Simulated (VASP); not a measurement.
BaZrO3:

```
Ba Zr O
1.0
     4.19134    0.00000    0.00000
     0.00000    4.19134    0.00000
     0.00000    0.00000    4.19134
Ba Zr O
1 1 3
Direct
  0.00000 0.00000 0.00000
  0.50000 0.50000 0.50000
  0.00000 0.50000 0.50000
  0.50000 0.00000 0.50000
  0.50000 0.50000 0.00000
```

- Program: VASP 6.6.1
- Task: relaxation of cell and atoms
- Functional: RPBE
- Potentials or basis: VASP PAW PBE potentials, release 64 (Ba_sv, Zr_sv, O)
- Cutoff: 600 eV
- k mesh: 5 × 5 × 5
- Occupations: gaussian, width 0.01 eV
- Spin: no spin polarisation

At the start: pressure 8.5 GPa; volume 14.73 Å³/atom.

**Question.** Where does the relaxation end?

**Answer.** Over 3 steps the energy falls by 20.8 meV/atom and the volume is 15.56 Å³/atom (+5.7 %); space group Pm-3m (No. 221, to 0.1 Å) before and after.

Step by step:
| step | energy change (eV) | largest force (eV/Å) | pressure (GPa) | volume (Å³) |
| --- | --- | --- | --- | --- |
| 1 | 0.0000 | 0.0000 | 8.50 | 73.63 |
| 2 | -0.0026 | 0.0000 | -6.85 | 82.27 |
| 3 | -0.1041 | 0.0000 | -0.04 | 77.80 |

Final structure:
```
Ba Zr O
1.0
     4.26895    0.00000    0.00000
     0.00000    4.26895    0.00000
     0.00000    0.00000    4.26895
Ba Zr O
1 1 3
Direct
  0.00000 0.00000 0.00000
  0.50000 0.50000 0.50000
  0.00000 0.50000 0.50000
  0.50000 0.00000 0.50000
  0.50000 0.50000 0.00000
```

Caveat: the PAW data sets were made with another functional, which shifts forces and pressure a little.
